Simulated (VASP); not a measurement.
Wanted: the native input for a VASP 6.6.1 run.

- Task: single point
- Functional: PBE
- Potentials or basis: VASP PAW PBE potentials, release 64 (Al, Cu)
- Cutoff: 520 eV
- k mesh: 10 × 10 × 10
- Occupations: gaussian, width 0.15 eV
- Spin: no spin polarisation
- Dipole correction: no
- Further INCAR settings: ALGO = Fast; EDIFF = 1e-06; NBANDS = 26

The structure of Al2Cu lies in POSCAR:

```
Al2Cu
1.0
   -3.0261521189      3.0261521189      2.4412820335
    3.0261521189     -3.0261521189      2.4412820335
    3.0261521189      3.0261521189     -2.4412820335
Al Cu
4 2
Direct
    0.1587224635      0.6587224635      0.8174423316
    0.6794994192      0.8620570876      0.5000000000
    0.8412775365      0.3412775365      0.1825576684
    0.3205005808      0.1379429124      0.5000000000
    0.7276958390      0.7276930527     -0.0446111082
    0.2723041610      0.2723069473      0.0446111082
```

This cell differs from its parent crystal: atoms displaced along several vibrational modes.

One way to write it, as run:

INCAR

```
SYSTEM = Al2Cu
ALGO = Fast ; EDIFF = 1E-6
ENCUT = 520 ; GGA = PE
ISIF = 2 ; ISMEAR = 0
LASPH = .TRUE. ; LCHARG = .TRUE.
LELF = .TRUE. ; LREAL = .FALSE.
LVHAR = .TRUE. ; LWAVE = .FALSE.
NBANDS = 26 ; NELM = 80
PREC = Accurate ; SIGMA = 0.15
```

KPOINTS

```
k-points
0
G
  10 10 10
  0 0 0
```

Potentials or basis: VASP PAW PBE potentials, release 64 (Al, Cu).

Launch:

```bash
$ cat potpaw_PBE.64/Al/POTCAR potpaw_PBE.64/Cu/POTCAR > POTCAR
$ mpirun -np 1 vasp_std > vasp.out
```

It gave:

```
Pressure               : 0.9 GPa
Largest force          : 0.849 eV/Å
Band gap on the k mesh : zero (bands 17 and 18 overlap by 4.37 eV)
```

Caveat: the cell differs from its parent crystal (atoms displaced along several vibrational modes).

Run time: 30 min on 1 thread of Intel Xeon 8259CL, with other jobs on the host, peak memory 0.65 GiB.
